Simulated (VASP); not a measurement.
Input of a VASP 6.6.1 run:

File POSCAR:

```
AlN
1.0
    3.0753116054      0.0000000000      0.0000000000
   -1.5376558027      2.6632979748      0.0000000000
    0.0000000000      0.0000000000      4.9282963377
Al N
2 2
Direct
    0.3333333333      0.6666666667     -0.0007956041
    0.6666666667      0.3333333333      0.4992043959
    0.3333333333      0.6666666667      0.3807956041
    0.6666666667      0.3333333333      0.8807956041
```

Contents of INCAR.step1:

```
SYSTEM = AlN
PREC = Accurate ; ENCUT = 520
ISMEAR = 0 ; SIGMA = 0.01
LREAL = .FALSE. ; LASPH = .TRUE.
NELM = 100 ; NBANDS = 16
GGA = PE ; ALGO = Normal
EDIFF = 1E-4 ; LWAVE = .TRUE.
LCHARG = .FALSE.
```

The input INCAR.step2:

```
SYSTEM = AlN
PREC = Accurate ; ENCUT = 520
EDIFF = 1E-7 ; ISMEAR = 0
SIGMA = 0.01 ; LREAL = .FALSE.
LASPH = .TRUE. ; NELM = 100
ALGO = Normal ; ISIF = 2
LWAVE = .FALSE. ; LCHARG = .FALSE.
METAGGA = R2SCAN ; LMIXTAU = .TRUE.
NBANDS = 16 ; ISTART = 1
```

File KPOINTS:

```
Automatic mesh
0
G
  9 9 4
  0 0 0
```

Potentials or basis: VASP PAW PBE potentials, release 64 (Al, N).

The run is started by

```sh
$ cat potpaw_PBE.64/Al/POTCAR potpaw_PBE.64/N/POTCAR > POTCAR
$ cp INCAR.step1 INCAR
$ mpirun -np 1 vasp_std > vasp.out
$ cp INCAR.step2 INCAR
$ mpirun -np 1 vasp_std > vasp.out
```

Q: Estimate the band gap on the k mesh.

A: 5.21 eV, direct.

Q: What does it give for the pressure?

A: 6.4 GPa.

Q: Estimate the largest force.

A: 0.016 eV/Å.

Forces in eV/Å, atoms in the order of the input:
```
Al   0.000  0.000 -0.016
Al   0.000  0.000 -0.016
N    0.000  0.000  0.016
N    0.000  0.000  0.016
```

Caveat: the PAW data sets were made with another functional, which shifts forces and pressure a little.
